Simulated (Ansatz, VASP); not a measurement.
## GaN in VASP and in Ansatz

POSCAR

```
GaN
1.0
    0.0000000000      2.2489367673      2.2489367673
    2.2489367673      0.0000000000      2.2489367673
    2.2489367673      2.2489367673      0.0000000000
Ga N
1 1
Direct
    0.0000000000      0.0000000000      0.0000000000
    0.7403729463      0.7532090179      0.7532090179
```

INCAR.step1

```
PREC = Accurate
ENCUT = 1460
ISMEAR = 0
SIGMA = 0.05
LREAL = F
LASPH = T
NELM = 120
NBANDS = 16
GGA = PE
ALGO = Normal
EDIFF = 1E-5
LWAVE = T
LCHARG = F
GGA_COMPAT = F
```

Contents of INCAR.step2:

```
PREC = Accurate
ENCUT = 1460
EDIFF = 1E-6
ISMEAR = 0
SIGMA = 0.05
LREAL = F
LASPH = T
NELM = 120
ALGO = Normal
ISIF = 2
LWAVE = F
LCHARG = F
METAGGA = R2SCAN
LMIXTAU = T
NBANDS = 16
ISTART = 1
GGA_COMPAT = F
```

The input KPOINTS:

```
regular mesh
0
Gamma
  10 10 10
```

Input for Ansatz:

```yaml
crystal:
  lattice:
    - [0.0, 2.2489367673, 2.2489367673]
    - [2.2489367673, 0.0, 2.2489367673]
    - [2.2489367673, 2.2489367673, 0.0]
  atoms:
    - { symbol: Ga, position: [0.0, 0.0, 0.0] }
    - { symbol: "N", position: [0.7403729463, 0.7532090179, 0.7532090179] }
basis:
  ecutwfc: 500
kpoints:
  mp_grid: { grid: [10, 10, 10] }
hamiltonian:
  xc: r2scan
scf:
  occupations: { method: gaussian, width: 0.05 }
output:
  forces: true
  stress: true
  eigenvalues: true
```

Change from the starting cell: all N atoms moved +0.025 Å, as atom 2 towards its neighbour atom 1 (Ga) at 1.948 Å.

Alike in both runs: task single point; functional r2SCAN; k mesh 10 × 10 × 10; occupations gaussian, width 0.05 eV; no spin polarisation.

|  | VASP | Ansatz |
| --- | --- | --- |
| version | VASP 6.6.1 | Ansatz 0.2.0 |
| potentials or method | VASP PAW PBE potentials, release 64 (Ga_d, N_h), cutoff 1460 eV | scalar-relativistic, plane waves, PAW |
| valence electrons in the cell | 18 | 18 |

VASP gave:

- gap on the k mesh at the Fermi level (eV): 2.13
- least direct gap on the mesh (eV): 2.13
- pressure (GPa): 1.2
- traceless stress, the component that is largest in VASP (GPa): -0.95
- rms of the force components (eV/Å): 0.200

Q: Estimate Ansatz's values.

A: gap on the k mesh at the Fermi level (eV): 2.14; least direct gap on the mesh (eV): 2.14; pressure (GPa): 0.1; traceless stress, the component that is largest in VASP (GPa): -0.92; rms of the force components (eV/Å): 0.197.

VASP's potentials were made for PBE, not for r2SCAN. Atom by atom the forces differ by 0.003 eV/Å (rms over components).
